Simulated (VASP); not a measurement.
# TiAlF2: single point with PBE

Crystal: TiAlF2.

```xyz
4
Lattice="-1.9106 1.9106 3.7183 1.9106 -1.9106 3.7183 1.9106 1.9106 -3.7183" Properties=species:S:1:pos:R:3 pbc="T T T"
Ti    0.0000    0.0000    3.7183
Al    0.0000    0.0000    0.0000
F     0.0000    1.9106    1.8592
F     1.9106    0.0000    1.8592
```

The cell was generated, and may not be a known phase.

```
Program                : VASP 6.6.1
Task                   : single point
Functional             : PBE
Potentials or basis    : VASP PAW PBE potentials, release 64 (Ti_sv, Al, F)
Cutoff                 : 520 eV
k mesh                 : 6 × 6 × 6
Occupations            : gaussian, width 0.1 eV
Spin                   : collinear spin
Starting moments       : [1.0, 0.0, 0.0, 0.0] μB
Dipole correction      : no
Further INCAR settings : ALGO = Normal; EDIFF = 1e-07; NBANDS = 26
```

* Pressure: -2.1 GPa
* Net moment: 0.00 μB per cell
* Valence electrons inside the program's atomic spheres: Ti 10.08; Al 0.81; F 6.03

Stress tensor (GPa, compression positive):
```
-2.84  0.00  0.00
 0.00 -2.84  0.00
 0.00  0.00 -0.51
```

Levels at points of the mesh, in eV from the Fermi level:
Spin up:
| k point | band 12 | band 13 | band 14 | band 15 | band 16 | band 17 |
| --- | --- | --- | --- | --- | --- | --- |
| (0.00, 0.00, 0.00) | -4.89 | -4.89 | -0.01 | 0.20 | 0.59 | 1.04 |
| (0.50, 0.00, 0.00) | -5.79 | -2.04 | -1.47 | -0.69 | 0.42 | 0.89 |
| (0.50, 0.50, 0.00) | -4.63 | -3.07 | -0.04 | 0.26 | 0.34 | 1.05 |
| (0.50, 0.50, 0.50) | -4.93 | -2.41 | -0.49 | 0.28 | 0.60 | 0.60 |
Spin down:
| k point | band 11 | band 12 | band 13 | band 14 | band 15 | band 16 | band 17 | band 18 |
| --- | --- | --- | --- | --- | --- | --- | --- | --- |
| (0.00, 0.00, 0.00) | -5.59 | -4.89 | -4.89 | 0.00 | 0.20 | 0.59 | 1.04 | 1.04 |
| (0.50, 0.00, 0.00) | -6.01 | -5.79 | -2.04 | -1.47 | -0.69 | 0.42 | 0.89 | 1.06 |
| (0.50, 0.50, 0.00) | -4.69 | -4.63 | -3.07 | -0.04 | 0.26 | 0.35 | 1.05 | 1.39 |
| (0.50, 0.50, 0.50) | -4.93 | -4.93 | -2.41 | -0.49 | 0.28 | 0.60 | 0.60 | 1.23 |

It took 62 s on 1 thread of Intel(R) Xeon(R) 6975P-C (Granite Rapids), with other jobs on the host, peak memory 0.27 GiB.

Caveat: semilocal functionals often make such compounds metallic where correlation or magnetic order opens a gap, which also shifts bond lengths.
